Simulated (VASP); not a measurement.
A run of VASP 6.6.1:

The input INCAR:

```
  ALGO = Fast
  EDIFF = 1E-6
  ENCUT = 520
  GGA = PE
  ISIF = 2
  ISMEAR = 0
  ISYM = 0
  LASPH = T
  LCHARG = T
  LELF = T
  LREAL = Auto
  LVHAR = T
  LWAVE = F
  NBANDS = 82
  NELM = 100
  PREC = Accurate
  SIGMA = 0.1
```

The input KPOINTS:

```
k-points
0
Gamma
  3 3 3
```

The input POSCAR:

```
SiNi3
1.0
   -3.6275266470      3.6276169404      3.3523640430
    3.6274918984     -3.6276223460      3.3523346999
    3.5818274263      3.5819231253     -3.3523694485
Si Ni
4 12
Direct
    1.0268119056      0.4883753386      0.5145809758
    0.4896255516      1.0256570267      0.5146719733
    1.0168505291      1.0156690074      1.0319351387
    0.7297449550      0.7285274610      0.4576592658
    0.4967667503      0.4955215021      0.9916668614
    0.5294380057      0.7735877557      0.7428004375
    0.9698161348      0.2139689111      0.7428032823
    0.0060653200      0.7515110312      0.2524420762
    0.5015210883      0.2469840458      0.2524379315
    0.7748349501      0.5282694702      0.7428087714
    0.2151345115      0.9685790510      0.7428043530
    0.2482525040      0.5003430569      0.2524340773
    0.7526905182      1.0047904462      0.2524385682
    0.2565758532      0.2553755798      0.5113529273
    0.2603261388      0.7414852127      1.0011965415
    0.7427204066      0.2590986637      0.0012184463
```

Potentials or basis: VASP PAW PBE potentials, release 64 (Si, Ni).

Launch:

```sh
$ cat potpaw_PBE.64/Si/POTCAR potpaw_PBE.64/Ni/POTCAR > POTCAR
$ mpirun -np 1 vasp_std > vasp.out
```

Hardware: 1 thread of Intel(R) Xeon(R) 6975P-C (Granite Rapids), on a shared host.

Task: How long does it take, and how much memory?

Result: Wall time 6.1 min on 1 thread of Intel(R) Xeon(R) 6975P-C (Granite Rapids), with other jobs on the host, peak memory 0.39 GiB. Counts: scf iterations 23, k points 14.
